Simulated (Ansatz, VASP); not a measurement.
# Ga4SbP3 in VASP and in Ansatz

POSCAR

```
Ga4SbP3
1.0
    6.5345686422      0.0000000000      0.0023294723
    0.0000000000      3.9601103022      0.0000000000
    0.0024688436      0.0000000000      6.8650873518
P Sb Ga
3 1 4
Direct
   -0.0020296834      0.0000000000      0.3259832966
    0.0026993326      0.5000000000      0.8394633695
    0.4979864781      0.5000000000      0.1690399944
    0.5046812920      0.0000000000      0.6648009250
    0.3636056926      0.0000000000      0.3129480846
    0.3626419684      0.5000000000      0.8560058729
    0.8670969352      0.5000000000      0.1660784471
    0.9033179845      0.0000000000      0.6656800097
```

Contents of INCAR.step1:

```
PREC = Accurate ; ENCUT = 520
ISMEAR = -1 ; SIGMA = 0.02
LREAL = False ; LASPH = True
NELM = 60 ; NBANDS = 46
GGA = PE ; ALGO = Normal
EDIFF = 1E-4 ; LWAVE = True
LCHARG = False
```

Contents of INCAR.step2:

```
PREC = Accurate ; ENCUT = 520
EDIFF = 1E-6 ; ISMEAR = -1
SIGMA = 0.02 ; LREAL = False
LASPH = True ; NELM = 60
ALGO = Normal ; ISIF = 2
LWAVE = False ; LCHARG = False
METAGGA = R2SCAN ; LMIXTAU = True
NBANDS = 46 ; ISTART = 1
```

File KPOINTS:

```
regular mesh
0
Gamma
  4 6 4
```

Input for Ansatz:

```yaml
crystal:
  lattice:
    - [6.5345686422, 0.0, 0.0023294723]
    - [0.0, 3.9601103022, 0.0]
    - [0.0024688436, 0.0, 6.8650873518]
  atoms:
    - { symbol: P, position: [-0.0020296834, 0.0, 0.3259832966] }
    - { symbol: P, position: [0.0026993326, 0.5, 0.8394633695] }
    - { symbol: P, position: [0.4979864781, 0.5, 0.1690399944] }
    - { symbol: Sb, position: [0.504681292, 0.0, 0.664800925] }
    - { symbol: Ga, position: [0.3636056926, 0.0, 0.3129480846] }
    - { symbol: Ga, position: [0.3626419684, 0.5, 0.8560058729] }
    - { symbol: Ga, position: [0.8670969352, 0.5, 0.1660784471] }
    - { symbol: Ga, position: [0.9033179845, 0.0, 0.6656800097] }
kpoints:
  mp_grid: { grid: [4, 6, 4] }
  band_path:
    path:
      - [0.0, 0.0, 0.0]
      - [0.0, -0.5, 0.0]
      - [0.0, -0.5, -0.5]
      - [0.0, 0.0, -0.5]
      - [-0.5, 0.0, -0.5]
      - [-0.5, -0.5, -0.5]
      - [-0.5, -0.5, 0.0]
      - [-0.5, 0.0, 0.0]
    npoints: 1
hamiltonian:
  xc: r2scan
scf:
  occupations: { method: fermi_dirac, width: 0.02 }
  n_extra_bands: 6
output:
  forces: true
  stress: true
  eigenvalues: true
```

Alike in both runs: task single point; functional r2SCAN; k mesh 4 × 6 × 4; occupations fermi-dirac, width 0.02 eV; no spin polarisation.

|  | VASP | Ansatz |
| --- | --- | --- |
| version | VASP 6.6.1 | Ansatz 0.2.0 |
| potentials or method | VASP PAW PBE potentials, release 64 (P, Sb, Ga_d) | plane waves, PAW |
| plane-wave cutoff (eV) | 520 | 500 |
| valence electrons in the cell | 72 | 82 |

```csv
,VASP,Ansatz,Ansatz less VASP
pressure (GPa),0.0,0.0,-0.01
rms of the force components (eV/Å),0.007,0.001,-0.0059
```

VASP's potentials were made for PBE, not for r2SCAN. Atom by atom the forces differ by 0.007 eV/Å (rms over components). With one functional, cell and mesh, what is left measures potentials, basis and numerics. VASP's potentials hold 72 valence electrons a cell and Ansatz's 82, so a difference there can come from the potentials and not from the codes.

Spin-orbit coupling is off throughout.
